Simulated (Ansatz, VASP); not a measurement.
CdSe: VASP beside Ansatz

The input INCAR:

```
SYSTEM = CdSe
PREC = Accurate ; ENCUT = 520
EDIFF = 1E-7 ; ISMEAR = 0
SIGMA = 0.01 ; LREAL = .FALSE.
LASPH = .TRUE. ; NELM = 100
ALGO = Normal ; ISIF = 2
LWAVE = .FALSE. ; LCHARG = .FALSE.
GGA = PS ; IBRION = 2
NSW = 50 ; EDIFFG = -0.002
```

Contents of KPOINTS:

```
Automatic mesh
0
G
  6 6 6
  0 0 0
```

POSCAR

```
CdSe
1.0
    0.0152067354      3.0489504429      3.0489504429
    3.0489504429      0.0152067354      3.0489504429
    3.0489504429      3.0489504429      0.0152067354
Cd Se
1 1
Direct
    0.0000000000      0.0000000000      0.0000000000
    0.7500000000      0.7500000000      0.7500000000
```

Input for Ansatz:

```yaml
crystal:
  lattice:
    - [0.01520673538, 3.04895044287, 3.04895044287]
    - [3.04895044287, 0.01520673538, 3.04895044287]
    - [3.04895044287, 3.04895044287, 0.01520673538]
  atoms:
    - { symbol: Cd, position: [0.0, 0.0, 0.0] }
    - { symbol: Se, position: [0.75, 0.75, 0.75] }
kpoints:
  mp_grid: { grid: [6, 6, 6] }
scf:
  occupations: { method: fixed }
  convergence: { dr2_threshold: 1.0e-10 }
hamiltonian:
  xc: pbesol
  pseudopotentials: { kind: all_electron, lapw: { basis_error: 0.0005 } }
output:
  forces: true
  stress: true
  eigenstates:
    kpoints:
      - [0.0, 0.0, 0.0]
      - [0.5, 0.5, 0.0]
      - [0.5, 0.0, 0.5]
      - [0.0, 0.5, 0.5]
      - [0.0, 0.5, 0.0]
      - [0.5, 0.0, 0.0]
      - [0.0, 0.0, 0.5]
      - [0.5, 0.5, 0.5]
relax:
  f_tol: 0.002
  max_steps: 30
```

Change from the starting cell: equal xy, yz and zx engineering shears of +0.5 %.

Alike in both runs: task relaxation of the atoms; functional PBEsol; k mesh 6 × 6 × 6; no spin polarisation.

|  | VASP | Ansatz |
| --- | --- | --- |
| version | VASP 6.6.1 | Ansatz 0.2.0 |
| potentials or method | VASP PAW PBE potentials, release 64 (Cd, Se), cutoff 520 eV | all-electron LAPW, scalar-relativistic |
| occupations | gaussian, width 0.01 eV | fixed |

|  | VASP | Ansatz | Ansatz less VASP |
| --- | --- | --- | --- |
| gap on the k mesh at the Fermi level, each at its own relaxed structure (eV) | 0.47 | 0.47 | -0.001 |

VASP's potentials were made for PBE, not for PBEsol. Ansatz ran all-electron here, and VASP with PAW potentials.
